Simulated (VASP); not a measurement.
Here is a VASP 6.6.1 calculation.

INCAR

```
SYSTEM = Te2Se
PREC = Accurate
ENCUT = 520
EDIFF = 1E-6
ISMEAR = 0
SIGMA = 0.1
LREAL = .False.
LASPH = .True.
NELM = 80
ALGO = Normal
ISIF = 2
LWAVE = .False.
LCHARG = .False.
GGA = PE
NBANDS = 16
```

File KPOINTS:

```
regular mesh
0
Gamma
  12 12 12
  0 0 0
```

POSCAR

```
Te2Se
1.0
    2.0206319626      1.1666124075      6.0645485377
   -2.0206319626      1.1666124075      6.0645485377
    0.0000000000     -2.3332248151      6.0645485377
Te Se
2 1
Direct
    0.7741486158      0.7741486158      0.7741486158
    0.2258513842      0.2258513842      0.2258513842
    0.0000000000      0.0000000000      0.0000000000
```

Potentials or basis: VASP PAW PBE potentials, release 64 (Te, Se).

The run is started by

```bash
$ cat potpaw_PBE.64/Te/POTCAR potpaw_PBE.64/Se/POTCAR > POTCAR
$ mpirun -np 1 vasp_std > vasp.out
```

Problem. Predict the band gap on the k mesh.

Solution. Zero (bands 9 and 10 overlap by 0.93 eV).

Problem. Predict the largest force.

Solution. 0.004 eV/Å.

Forces on the atoms (eV/Å):
```
Te   0.000  0.000 -0.004
Te   0.000  0.000  0.004
Se   0.000  0.000  0.000
```

Caveat: spin-orbit coupling is left out, which moves the levels of the heavy elements.
